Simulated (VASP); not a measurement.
# AgCl (Pm-3m) in VASP: further runs, part 2 of 2

VASP 6.6.1. The steps go on from the part before.

### 4 Single point, revPBE

The input, INCAR:

```
SYSTEM = AgCl
  PREC = Accurate
  ENCUT = 500
  EDIFF = 1E-6
  ISMEAR = 0
  SIGMA = 0.01
  LREAL = .False.
  LASPH = .True.
  NELM = 120
  ALGO = Normal
  ISIF = 2
  LWAVE = .False.
  LCHARG = .False.
  GGA = RE
  NBANDS = 16
  GGA_COMPAT = .False.
```

The input, KPOINTS:

```
Automatic mesh
0
Gamma
  8 8 8
  0 0 0
```

The input, POSCAR:

```
AgCl
1.0
    3.4339730000      0.0000000000      0.0000000000
    0.0000000000      3.4339730000      0.0000000000
    0.0000000000      0.0000000000      3.4339730000
Ag Cl
1 1
Direct
    0.0540000000      0.5600000000      0.2810000000
    0.5540000000      1.0600000000      0.7810000000
```

Potentials or basis: VASP PAW PBE potentials, release 64 (Ag, Cl).

Launch:

```
> cat potpaw_PBE.64/Ag/POTCAR potpaw_PBE.64/Cl/POTCAR > POTCAR
> mpirun -np 1 vasp_std > vasp.out
```

OUTCAR:

```text
SYSTEM = AgCl
   PREC = Accurate
   ENCUT = 500
   EDIFF = 1E-6
   ISMEAR = 0
   LREAL = .False.
   LASPH = .True.
   NELM = 120
   ISIF = 2
   GGA = RE

 ion  position               nearest neighbor table
   1  0.054  0.560  0.281-   2 2.97   2 2.97   2 2.97   2 2.97   2 2.97   2 2.97   2 2.97   2 2.97

   2  0.554  0.060  0.781-   1 2.97   1 2.97   1 2.97   1 2.97   1 2.97   1 2.97   1 2.97   1 2.97

  LATTYP: Found a simple cubic cell.
 ALAT       =     3.4339730000

  Lattice vectors:

 A1 = (   3.4339730000,   0.0000000000,   0.0000000000)
 A2 = (   0.0000000000,   3.4339730000,   0.0000000000)
 A3 = (   0.0000000000,   0.0000000000,   3.4339730000)

Analysis of symmetry for initial positions (statically):
=====================================================================
 Subroutine PRICEL returns:
 Original cell was already a primitive cell.

 Routine SETGRP: Setting up the symmetry group for a
 simple cubic supercell.

 Subroutine GETGRP returns: Found 48 space group operations
 (whereof  1 operations were pure point group operations)
 out of a pool of 48 trial point group operations.

The static configuration has the point symmetry C_1 .
 The point group associated with its full space group is O_h .

Analysis of symmetry for dynamics (positions and initial velocities):
=====================================================================
 Subroutine PRICEL returns:
 Original cell was already a primitive cell.

 Routine SETGRP: Setting up the symmetry group for a
 simple cubic supercell.

 Subroutine GETGRP returns: Found 48 space group operations
 (whereof  1 operations were pure point group operations)
 out of a pool of 48 trial point group operations.

The dynamic configuration has the point symmetry C_1 .
 The point group associated with its full space group is O_h .

 Subroutine INISYM returns: Found 48 space group operations
 (whereof  1 operations are pure point group operations),
 and found     1 'primitive' translations

[... 116 lines left out ...]
  Fermi-wavevector in a.u.,A,eV,Ry     =   1.249402  2.361027 21.238760  1.561005
  Thomas-Fermi vector in A             =   2.383444
   LORBIT       =      0    0 simple, 1 ext, 2 COOP (PROOUT), +10 PAW based schemes
   GGA     = RE    functional components
   LHFCALC =     F    Hartree Fock is set to
   AEXX    =    0.0000 exact exchange contribution
   IVDW    =     0    specifies the selected vdW correction
   LEPSILON=     F    determine dielectric tensor
   LRPA    =     F    only Hartree local field effects (RPA)
 non-spin polarized calculation
 Gauss-broadening in eV      SIGMA  =   0.01
  energy-cutoff  :      500.00
  volume of cell :       40.49
 maximum number of plane-waves:      1064
 NGX is ok and might be reduce to    28
   NGX = 13   NGY = 13   NGZ = 13

 number of electron      18.0000000 magnetization

 Free energy of the ion-electron system (eV)
  ---------------------------------------------------
  ext. energy  EPLUGINS =         0.00000000
  ---------------------------------------------------
  free energy    TOTEN  =        -4.48065013 eV

  energy without entropy =       -4.48065013  energy(sigma->0) =       -4.48065013

 E-fermi :   4.0750     XC(G=0): -10.2337

 val. band max:        3.9695354726   @ k =   0.5000   0.0000   0.0000
 cond. band min:       4.6590358394   @ k =   0.0000   0.0000   0.0000
 fundamental gap:      0.6895003668
 Fermi energy:         4.0749867631

 k-point     1 :       0.0000    0.0000    0.0000
  band No.  band energies     occupation
      1     -10.5962      2.00000
      2       1.2843      2.00000
      3       1.2843      2.00000
      4       2.2112      2.00000
      5       2.2112      2.00000
      6       2.2112      2.00000
[... 433 lines left out ...]
      3       0.3959      2.00000
      4       1.6008      2.00000
      5       1.6888      2.00000
      6       2.0459      2.00000
[... 8 lines left out ...]
     15      18.2635      0.00000
     16      19.2597      0.00000

 [... further k-points ...]

------------------------ aborting loop because EDIFF is reached ----------------------------------------

  FORCE on cell =-STRESS in cart. coord.  units (eV):
  Direction    XX          YY          ZZ          XY          YZ          ZX
  --------------------------------------------------------------------------------------
  -------------------------------------------------------------------------------------
  Total        0.5401159      0.5401159      0.5401159     -0.0000000      0.0000000     -0.0000000
  in kB       21.3701184     21.3701184     21.3701184     -0.0000000      0.0000000     -0.0000000
  external PRESSURE =      21.3701184 kB  Pullay stress =       0.0000000 kB

 VOLUME and BASIS-vectors are now :
 -----------------------------------------------------------------------------
  energy-cutoff  :      500.00
  volume of cell :       40.49
      direct lattice vectors                 reciprocal lattice vectors
     3.433973000  0.000000000  0.000000000     0.291207881  0.000000000  0.000000000
     0.000000000  3.433973000  0.000000000     0.000000000  0.291207881  0.000000000
     0.000000000  0.000000000  3.433973000     0.000000000  0.000000000  0.291207881

 POSITION                                       TOTAL-FORCE (eV/Angst)
 -----------------------------------------------------------------------------------
      0.18543      1.92302      0.96495         0.000000      0.000000      0.000000
      1.90242      0.20604      2.68193         0.000000      0.000000      0.000000
 -----------------------------------------------------------------------------------
    total drift:                               -0.000003     -0.000005      0.000011

  FREE ENERGIE OF THE ION-ELECTRON SYSTEM (eV)
  ---------------------------------------------------
  free  energy   TOTEN  =        -4.4806501254 eV

  energy  without entropy=       -4.4806501254  energy(sigma->0) =       -4.48065013
```

OSZICAR:

```text
N       E                     dE             d eps       ncg     rms          rms(c)
DAV:   1     0.993104340427E+02    0.99310E+02   -0.88655E+03  1128   0.102E+03
DAV:   2    -0.143497555234E+01   -0.10075E+03   -0.92848E+02  1416   0.225E+02
DAV:   3    -0.476201200990E+01   -0.33270E+01   -0.33206E+01  1384   0.429E+01
DAV:   4    -0.478138972437E+01   -0.19378E-01   -0.19377E-01  1424   0.357E+00
DAV:   5    -0.478161679426E+01   -0.22707E-03   -0.22707E-03  1416   0.374E-01    0.527E+00
DAV:   6    -0.449425064126E+01    0.28737E+00   -0.32046E-01  1352   0.801E+00    0.363E+00
DAV:   7    -0.448328256234E+01    0.10968E-01   -0.14895E-01  1208   0.263E+00    0.207E+00
DAV:   8    -0.448078275562E+01    0.24998E-02   -0.77642E-03  1280   0.926E-01    0.401E-01
DAV:   9    -0.448058157321E+01    0.20118E-03   -0.83963E-04  1432   0.414E-01    0.510E-02
DAV:  10    -0.448063609003E+01   -0.54517E-04   -0.17642E-04  1232   0.142E-01    0.501E-02
DAV:  11    -0.448065031944E+01   -0.14229E-04   -0.18009E-05  1216   0.370E-02    0.123E-02
DAV:  12    -0.448065012536E+01    0.19408E-06   -0.10194E-06   992   0.782E-03
   1 F= -.44806501E+01 E0= -.44806501E+01  d E =-.336408E-52
```

stdout:

```text
POSCAR found type information on POSCAR AgCl
 POSCAR found :  2 types and       2 ions
 scaLAPACK will be used
 -----------------------------------------------------------------------------
|                                                                             |
|                                                                             |
|     You enforced a specific xc type in the INCAR file but a different       |
|     I HOPE YOU KNOW WHAT YOU ARE DOING!                                     |
|                                                                             |
 -----------------------------------------------------------------------------

 LDA part: xc-table for (Slater+PW92), standard interpolation
 POSCAR, INCAR and KPOINTS ok, starting setup
 FFT: planning ... GRIDC
 FFT: planning ... GRID_SOFT
 FFT: planning ... GRID
 WAVECAR not read
 entering main loop
```

It took 18 s on 1 thread of Intel Xeon Platinum 8488C (Sapphire Rapids), shared host; peak memory 0.16 GiB.

Results:

```yaml
Free_energy: -4.4807 eV
Pressure: 2.1 GPa
Band_gap_on_the_k_mesh: 0.69 eV, indirect (least direct gap 2.18 eV)
```

Caveat: the PAW data sets were made with another functional, which shifts forces and pressure a little. A k mesh can miss the band edges.

### 5 Single point, PBE

The input, INCAR:

```
ALGO     = Normal         # electronic algorithm
EDIFF    = 1E-6           # SCF threshold, eV
ENCUT    = 500            # plane-wave cutoff, eV
GGA      = PE             # functional
GGA_COMPAT= False        
ISIF     = 2              # what is computed and relaxed
ISMEAR   = 0              # smearing method
LASPH    = True           # aspherical terms in the spheres
LCHARG   = False          # write CHGCAR
LREAL    = False          # projectors in reciprocal space
LWAVE    = False          # write WAVECAR
NBANDS   = 16             # bands
NELM     = 120            # most SCF steps
PREC     = Accurate       # precision mode
SIGMA    = 0.01           # smearing width, eV
```

The input, KPOINTS:

```
k-points
0
Gamma
  8 8 8
```

The input, POSCAR:

```
AgCl
1.0
    3.4339730000      0.0000000000      0.0000000000
    0.0000000000      3.4339730000      0.0000000000
    0.0000000000      0.0000000000      3.4339730000
Ag Cl
1 1
Direct
    0.0000000000      0.0000000000      0.0000000000
    0.5000000000      0.5000000000      0.5000000000
```

Potentials or basis: VASP PAW PBE potentials, release 64 (Ag, Cl).

Launch:

```
> cat potpaw_PBE.64/Ag/POTCAR potpaw_PBE.64/Cl/POTCAR > POTCAR
> mpirun -np 1 vasp_std > vasp.out
```

OUTCAR:

```text
EDIFF = 1E-6
   ENCUT = 500
   GGA = PE
   ISIF = 2
   ISMEAR = 0
   LASPH = True
   LREAL = False
   NELM = 120
   PREC = Accurate

 ion  position               nearest neighbor table
   1  0.000  0.000  0.000-   2 2.97   2 2.97   2 2.97   2 2.97   2 2.97   2 2.97   2 2.97   2 2.97

   2  0.500  0.500  0.500-   1 2.97   1 2.97   1 2.97   1 2.97   1 2.97   1 2.97   1 2.97   1 2.97

  LATTYP: Found a simple cubic cell.
 ALAT       =     3.4339730000

  Lattice vectors:

[... 644 lines left out ...]
------------------------ aborting loop because EDIFF is reached ----------------------------------------

  FORCE on cell =-STRESS in cart. coord.  units (eV):
  Direction    XX          YY          ZZ          XY          YZ          ZX
  --------------------------------------------------------------------------------------
  -------------------------------------------------------------------------------------
  Total       -0.0619478     -0.0619478     -0.0619478     -0.0000000      0.0000000     -0.0000000
  in kB       -2.4510140     -2.4510140     -2.4510140     -0.0000000      0.0000000     -0.0000000
  external PRESSURE =      -2.4510140 kB  Pullay stress =       0.0000000 kB

 VOLUME and BASIS-vectors are now :
 -----------------------------------------------------------------------------
  energy-cutoff  :      500.00
  volume of cell :       40.49
      direct lattice vectors                 reciprocal lattice vectors
     3.433973000  0.000000000  0.000000000     0.291207881  0.000000000  0.000000000
     0.000000000  3.433973000  0.000000000     0.000000000  0.291207881  0.000000000
     0.000000000  0.000000000  3.433973000     0.000000000  0.000000000  0.291207881

 POSITION                                       TOTAL-FORCE (eV/Angst)
 -----------------------------------------------------------------------------------
      0.00000      0.00000      0.00000         0.000000      0.000000      0.000000
      1.71699      1.71699      1.71699         0.000000      0.000000      0.000000
 -----------------------------------------------------------------------------------
    total drift:                               -0.000000      0.000000      0.000000

  FREE ENERGIE OF THE ION-ELECTRON SYSTEM (eV)
  ---------------------------------------------------
  free  energy   TOTEN  =        -5.1220720005 eV

  energy  without entropy=       -5.1220720005  energy(sigma->0) =       -5.12207200
```

OSZICAR:

```text
N       E                     dE             d eps       ncg     rms          rms(c)
DAV:   1     0.986453699285E+02    0.98645E+02   -0.85814E+03  1128   0.993E+02
DAV:   2    -0.212357081098E+01   -0.10077E+03   -0.92259E+02  1440   0.223E+02
DAV:   3    -0.540314947409E+01   -0.32796E+01   -0.32715E+01  1336   0.427E+01
DAV:   4    -0.542383144093E+01   -0.20682E-01   -0.20681E-01  1456   0.370E+00
DAV:   5    -0.542407798865E+01   -0.24655E-03   -0.24655E-03  1320   0.393E-01    0.539E+00
DAV:   6    -0.513497859304E+01    0.28910E+00   -0.35794E-01  1360   0.850E+00    0.363E+00
DAV:   7    -0.512576114785E+01    0.92174E-02   -0.13789E-01  1200   0.248E+00    0.205E+00
DAV:   8    -0.512233862963E+01    0.34225E-02   -0.74045E-03  1264   0.862E-01    0.401E-01
DAV:   9    -0.512202940009E+01    0.30923E-03   -0.71429E-04  1448   0.402E-01    0.577E-02
DAV:  10    -0.512206406247E+01   -0.34662E-04   -0.13526E-04  1216   0.119E-01    0.465E-02
DAV:  11    -0.512207224416E+01   -0.81817E-05   -0.72690E-06  1320   0.226E-02    0.854E-03
DAV:  12    -0.512207200053E+01    0.24362E-06   -0.44639E-07   768   0.576E-03
   1 F= -.51220720E+01 E0= -.51220720E+01  d E =-.180906E-16
```

Wall time 21 s (1 thread of Intel Xeon Platinum 8488C (Sapphire Rapids), shared host); peak memory 0.16 GiB.

What came out:

```yaml
Free_energy: -5.1221 eV
Pressure: -0.2 GPa
Band_gap_on_the_k_mesh: 0.57 eV, indirect (least direct gap 2.08 eV)
```

### 6 The runs side by side

```csv
level,smearing,gap on the mesh (eV),pressure (GPa)
PBE+D3(BJ),methfessel-paxton 0.1 eV,0.57,-2.9
PBE+D3(BJ),gaussian 0.1 eV,0.57,-2.9
revPBE,gaussian 0.01 eV,0.69,2.1
PBE,gaussian 0.01 eV,0.57,-0.2
```

Alike in all rows: task single point; potentials or basis VASP PAW PBE potentials, release 64 (Ag, Cl); no spin polarisation; cell as given; k mesh 8 × 8 × 8; cutoff (eV) 500.

On the cell as given the gap runs from 0.57 eV (PBE+D3(BJ)) to 0.69 eV (revPBE). The pressure there spans -2.9 GPa (PBE+D3(BJ)) to 2.1 GPa (revPBE); a positive pressure means that this level wants a larger cell, a negative one a smaller.

Caveats: the PAW data sets were made with another functional, which shifts forces and pressure a little (some runs).

Total energies depend on the potentials used, so only differences within one code and one set of settings carry meaning.
